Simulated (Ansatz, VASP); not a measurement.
## One calculation of CaGa2, two programs

```
Ca Ga
1.0
     4.23886    0.00000    0.00000
    -2.11943    3.67096    0.00000
     0.00000    0.00000    4.41641
Ca Ga
1 2
Direct
  0.00000 0.00000 0.00000
  0.33333 0.66667 0.50000
  0.66667 0.33333 0.50000
```

Alike in both runs: task single point; functional LDA; k mesh 6 × 6 × 5; no spin polarisation.

```csv
,VASP,Ansatz
version,VASP 6.6.1,Ansatz 0.2.0
potentials or method,"VASP PAW LDA potentials, release 64 (Ca_sv, Ga_d), cutoff 520 eV","plane waves, PAW"
occupations,"methfessel-paxton of order 1, width 0.1 eV","cold, width 0.1 eV"
valence electrons in the cell,36,36
```

|  | VASP | Ansatz | Ansatz less VASP |
| --- | --- | --- | --- |
| pressure (GPa) | -3.3 | -3.4 | -0.18 |
| traceless stress, the component that is largest in VASP (GPa) | -1.02 | -0.81 | +0.211 |

LDA's correlation is that of Perdew and Zunger in VASP and of Perdew and Wang (1992) in Ansatz. Ansatz's warnings: structure snapped to symmetry.
